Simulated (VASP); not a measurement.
# TiAl (Amm2) in VASP: a series of runs, part 2 of 2

VASP 6.6.1. Earlier steps stand in the parts before.

## (3) Single point, r2SCAN (strain +0.0050 x Voigt [0, 1, 0, 0, 0, 0])

File POSCAR:

```
TiAl
1.0
    2.8672622327      0.0000000000      0.0000000000
   -1.4336311163      2.4955375425      0.0000000000
    0.0000000000      0.0000000000      4.6780830000
Ti Al
1 1
Direct
    0.0000000000      0.0000000000      0.0000000000
    0.3333333333      0.6666666667      0.5000000000
```

File INCAR.step1:

```
  ALGO = Normal
  EDIFF = 1E-4
  ENCUT = 520
  GGA = PE
  ISMEAR = 0
  LASPH = True
  LCHARG = False
  LREAL = False
  LWAVE = True
  NBANDS = 14
  NELM = 80
  PREC = Accurate
  SIGMA = 0.15
```

File INCAR.step2:

```
  ALGO = Normal
  EDIFF = 1E-6
  ENCUT = 520
  ISIF = 2
  ISMEAR = 0
  ISTART = 1
  LASPH = True
  LCHARG = False
  LMIXTAU = True
  LREAL = False
  LWAVE = False
  METAGGA = R2SCAN
  NBANDS = 14
  NELM = 80
  PREC = Accurate
  SIGMA = 0.15
```

File KPOINTS:

```
k-points
0
Gamma
  18 18 10
```

Potentials or basis: VASP PAW PBE potentials, release 64 (Ti_sv, Al).

Launch:

```
> cat potpaw_PBE.64/Ti_sv/POTCAR potpaw_PBE.64/Al/POTCAR > POTCAR
> cp INCAR.step1 INCAR
> mpirun -np 1 vasp_std > vasp.out
> cp INCAR.step2 INCAR
> mpirun -np 1 vasp_std > vasp.out
```

OUTCAR:

```text
EDIFF = 1E-6
   ENCUT = 520
   ISIF = 2
   ISMEAR = 0
   ISTART = 1
   LASPH = True
   LREAL = False
   METAGGA = R2SCAN
   NELM = 80
   PREC = Accurate

 ion  position               nearest neighbor table
   1  0.000  0.000  0.000-   2 2.87   2 2.87   2 2.87   2 2.87   2 2.87   2 2.87
   2  0.333  0.667  0.500-   1 2.87   1 2.87   1 2.87   1 2.87   1 2.87   1 2.87

  LATTYP: Found a base centered orthorhombic cell.
 ALAT       =     2.8672622327
 B/A-ratio  =     1.7407110616
 C/A-ratio  =     1.6315504549

  Lattice vectors:

 A1 = (   1.4336311163,  -2.4955375425,   0.0000000000)
 A2 = (   1.4336311164,   2.4955375425,   0.0000000000)
 A3 = (   0.0000000000,   0.0000000000,   4.6780830000)

Analysis of symmetry for initial positions (statically):
=====================================================================
 Subroutine PRICEL returns:
 Original cell was already a primitive cell.

 Routine SETGRP: Setting up the symmetry group for a
 base centered orthorhombic supercell.

 Subroutine GETGRP returns: Found  4 space group operations
 (whereof  4 operations were pure point group operations)
 out of a pool of  8 trial point group operations.

The static configuration has the point symmetry C_2v.

Analysis of symmetry for dynamics (positions and initial velocities):
=====================================================================
 Subroutine PRICEL returns:
 Original cell was already a primitive cell.

 Routine SETGRP: Setting up the symmetry group for a
 base centered orthorhombic supercell.

 Subroutine GETGRP returns: Found  4 space group operations
 (whereof  4 operations were pure point group operations)
 out of a pool of  8 trial point group operations.

The dynamic configuration has the point symmetry C_2v.

 Subroutine INISYM returns: Found  4 space group operations
 (whereof  4 operations are pure point group operations),
 and found     1 'primitive' translations

[... 123 lines left out ...]
   LEPSILON=     F    determine dielectric tensor
   LRPA    =     F    only Hartree local field effects (RPA)
 non-spin polarized calculation
 Gauss-broadening in eV      SIGMA  =   0.15
  energy-cutoff  :      520.00
  volume of cell :       33.47
 maximum number of plane-waves:       919
 NGX is ok and might be reduce to    24
   NGX = 11   NGY = 11   NGZ = 17

 number of electron      15.0000000 magnetization

 Free energy of the ion-electron system (eV)
  ---------------------------------------------------
  ext. energy  EPLUGINS =         0.00000000
  ---------------------------------------------------
  free energy    TOTEN  =       -20.24626642 eV

  energy without entropy =      -20.22063521  energy(sigma->0) =      -20.23345082

 E-fermi :   7.7860     XC(G=0): -11.7251

 val. band max:        7.7853594267   @ k =   0.2778   0.3333   0.3000
 cond. band min:       7.7863827900   @ k =   0.3333   0.3333   0.3000
 fundamental gap:      0.0010233632
 Fermi energy:         7.7859846790

 k-point     1 :       0.0000    0.0000    0.0000
  band No.  band energies     occupation
      1     -51.0872      2.00000
      2     -26.3622      2.00000
      3     -25.9402      2.00000
      4     -25.9353      2.00000
      5      -1.6375      2.00000
      6       5.3707      2.00000
      7       5.7193      2.00000
      8       9.1783      0.00000
      9       9.2449      0.00000
     10      10.8183      0.00000
     11      10.8332      0.00000
     12      12.0009      0.00000
     13      21.3179      0.00000
     14      21.4581      0.00000
[... 377 lines left out ...]
      1     -51.0367      2.00000
      2     -26.3123      2.00000
      3     -26.2421      2.00000
      4     -26.0141      2.00000
      5       0.0258      2.00000
      6       6.0009      2.00000
      7       6.7274      2.00000
      8       8.0942      0.00366
      9      10.3873      0.00000
     10      10.4092      0.00000
     11      11.2578      0.00000
     12      12.2217      0.00000
     13      13.8567      0.00000
     14      16.8307      0.00000

 [... further k-points ...]

------------------------ aborting loop because EDIFF is reached ----------------------------------------

  FORCE on cell =-STRESS in cart. coord.  units (eV):
  Direction    XX          YY          ZZ          XY          YZ          ZX
  --------------------------------------------------------------------------------------
  -------------------------------------------------------------------------------------
  Total       -0.1615713     -0.2645441     -0.5252829     -0.0000000      0.0000000      0.0000000
  in kB       -7.7334867    -12.6622013    -25.1422645     -0.0000000      0.0000000      0.0000000
  external PRESSURE =     -15.1793175 kB  Pullay stress =       0.0000000 kB

 VOLUME and BASIS-vectors are now :
 -----------------------------------------------------------------------------
  energy-cutoff  :      520.00
  volume of cell :       33.47
      direct lattice vectors                 reciprocal lattice vectors
     2.867262233  0.000000000  0.000000000     0.348764751  0.200357635  0.000000000
    -1.433631116  2.495537543  0.000000000     0.000000000  0.400715270  0.000000000
     0.000000000  0.000000000  4.678083000     0.000000000  0.000000000  0.213762774

 POSITION                                       TOTAL-FORCE (eV/Angst)
 -----------------------------------------------------------------------------------
      0.00000      0.00000      0.00000         0.000000      0.016971      0.000000
     -0.00000      1.66369      2.33904        -0.000000     -0.016971      0.000000
 -----------------------------------------------------------------------------------
    total drift:                               -0.000001     -0.000119     -0.000000

  FREE ENERGIE OF THE ION-ELECTRON SYSTEM (eV)
  ---------------------------------------------------
  free  energy   TOTEN  =       -20.2462664224 eV

  energy  without entropy=      -20.2206352100  energy(sigma->0) =      -20.23345082
```

OUTCAR.step1:

```text
EDIFF = 1E-4
   ENCUT = 520
   GGA = PE
   ISMEAR = 0
   LASPH = True
[... 631 lines left out ...]
 -----------------------------------------------------------------------------------
      0.00000      0.00000      0.00000         0.000000      0.014754      0.000000
     -0.00000      1.66369      2.33904        -0.000000     -0.014754      0.000000
 -----------------------------------------------------------------------------------
    total drift:                                0.000000     -0.000073      0.000000

  FREE ENERGIE OF THE ION-ELECTRON SYSTEM (eV)
  ---------------------------------------------------
  free  energy   TOTEN  =       -12.0972485178 eV

  energy  without entropy=      -12.0691490028  energy(sigma->0) =      -12.08319876
```

OSZICAR.step1:

```text
N       E                     dE             d eps       ncg     rms          rms(c)
DAV:   1     0.998912291887E+02    0.99891E+02   -0.70730E+03 15306   0.108E+03
DAV:   2    -0.771043190191E+01   -0.10760E+03   -0.10354E+03 15852   0.299E+02
DAV:   3    -0.134523247239E+02   -0.57419E+01   -0.56082E+01 23282   0.660E+01
DAV:   4    -0.136269614425E+02   -0.17464E+00   -0.17437E+00 17210   0.102E+01
DAV:   5    -0.136334179702E+02   -0.64565E-02   -0.64560E-02 22938   0.184E+00    0.916E+00
DAV:   6    -0.124115089102E+02    0.12219E+01   -0.61960E+00 17322   0.301E+01    0.382E+00
DAV:   7    -0.121242792381E+02    0.28723E+00   -0.79803E-01 16788   0.102E+01    0.197E+00
DAV:   8    -0.121024668383E+02    0.21812E-01   -0.17596E-01 17286   0.481E+00    0.856E-01
DAV:   9    -0.121007175802E+02    0.17493E-02   -0.58474E-02 16616   0.340E+00    0.464E-01
DAV:  10    -0.120971734884E+02    0.35441E-02   -0.94931E-03 16910   0.125E+00    0.586E-02
DAV:  11    -0.120972485178E+02   -0.75029E-04   -0.84908E-04 20986   0.275E-01
   1 F= -.12097249E+02 E0= -.12083199E+02  d E =-.280995E-01
```

Wall time 11 min (1 thread of Intel Xeon 8259CL, shared host); peak memory 0.38 GiB.

Results:

```
Free energy            : -20.2463 eV
Pressure               : -1.5 GPa
Largest force          : 0.017 eV/Å
Band gap on the k mesh : zero (an odd number of electrons rules out a gap without spin polarisation)
```

Forces in eV/Å, atoms in the order of the input:
```
Ti   0.000  0.017  0.000
Al   0.000 -0.017  0.000
```

Caveat: the cell differs from its parent crystal (strain +0.0050 x Voigt [0, 1, 0, 0, 0, 0]); the PAW data sets were made with another functional, which shifts forces and pressure a little.

## (4) Single point, r2SCAN (strain +0.0100 x Voigt [0, 1, 0, 0, 0, 0])

Changes to POSCAR since step 3:

```diff
@@ -3,3 +3,3 @@
     2.8672622327      0.0000000000      0.0000000000
-   -1.4336311163      2.4955375425      0.0000000000
+   -1.4336311163      2.5079531522      0.0000000000
     0.0000000000      0.0000000000      4.6780830000
```

File INCAR.step1:

```
SYSTEM = TiAl
PREC = Accurate
ENCUT = 520
ISMEAR = 0
SIGMA = 0.15
LREAL = .False.
LASPH = .True.
NELM = 80
NBANDS = 14
GGA = PE
ALGO = Normal
EDIFF = 1E-4
LWAVE = .True.
LCHARG = .False.
```

File INCAR.step2:

```
SYSTEM = TiAl
PREC = Accurate
ENCUT = 520
EDIFF = 1E-7
ISMEAR = 0
SIGMA = 0.15
LREAL = .False.
LASPH = .True.
NELM = 80
ALGO = Normal
ISIF = 2
LWAVE = .False.
LCHARG = .False.
METAGGA = R2SCAN
LMIXTAU = .True.
NBANDS = 14
ISTART = 1
```

File KPOINTS:

```
regular mesh
0
Gamma
  18 18 10
  0 0 0
```

Launch:

```
> cat potpaw_PBE.64/Ti_sv/POTCAR potpaw_PBE.64/Al/POTCAR > POTCAR
> cp INCAR.step1 INCAR
> mpirun -np 1 vasp_std > vasp.out
> cp INCAR.step2 INCAR
> mpirun -np 1 vasp_std > vasp.out
```

Wall time 14 min (1 thread of Intel Xeon 8259CL, shared host); peak memory 0.39 GiB.

It converged, with:

```
Free energy            : -20.2446 eV
Pressure               : -2.0 GPa
Largest force          : 0.033 eV/Å
Band gap on the k mesh : zero (an odd number of electrons rules out a gap without spin polarisation)
```

Forces on the atoms (eV/Å):
```
Ti   0.000  0.033  0.000
Al   0.000 -0.033  0.000
```

Stress tensor (GPa, compression positive):
```
-1.13  0.00  0.00
 0.00 -2.11  0.00
 0.00  0.00 -2.82
```

Levels at points of the mesh, in eV from the Fermi level:
```
           k point  band 5  band 6  band 7  band 8  band 9  band 10  band 11  band 12
(0.00, 0.00, 0.00)   -9.39   -2.40   -2.04    1.35    1.48     3.00     3.03     4.22
(0.50, 0.00, 0.00)   -3.88   -2.97   -1.50   -0.97    2.31     4.13     4.24     4.31
(0.00, 0.50, 0.00)   -3.93   -3.07   -1.53   -0.99    2.37     4.12     4.22     4.23
(0.00, 0.00, 0.50)   -8.46   -5.60   -0.40    1.36    1.50     2.92     2.95     7.15
(0.50, 0.00, 0.50)   -3.77   -2.52   -1.88    0.41    1.07     2.09     3.26     4.13
(0.00, 0.50, 0.50)   -3.83   -2.60   -1.89    0.31    1.03     2.17     3.22     4.12
```

Caveat: the cell differs from its parent crystal (strain +0.0100 x Voigt [0, 1, 0, 0, 0, 0]); the PAW data sets were made with another functional, which shifts forces and pressure a little.

## (5) Overview

| cell | gap on the mesh (eV) | pressure (GPa) | largest force (eV/Å) |
| --- | --- | --- | --- |
| a = 2.867, b = 2.857, c = 4.678 Å, angles 90.0, 90.0, 120.1°, 2 atoms | none | -0.5 | 0.02 |
| a = 2.867, b = 2.878, c = 4.678 Å, angles 90.0, 90.0, 119.9°, 2 atoms | none | -1.5 | 0.02 |
| a = 2.867, b = 2.889, c = 4.678 Å, angles 90.0, 90.0, 119.8°, 2 atoms | none | -2.0 | 0.03 |

Alike in all rows: task single point; level r2SCAN; potentials or basis VASP PAW PBE potentials, release 64 (Ti_sv, Al); no spin polarisation; k mesh 18 × 18 × 10; cutoff (eV) 520; smearing gaussian 0.15 eV.

Caveats: the PAW data sets were made with another functional, which shifts forces and pressure a little.

Absolute energies hang on the potentials; compare differences alone.
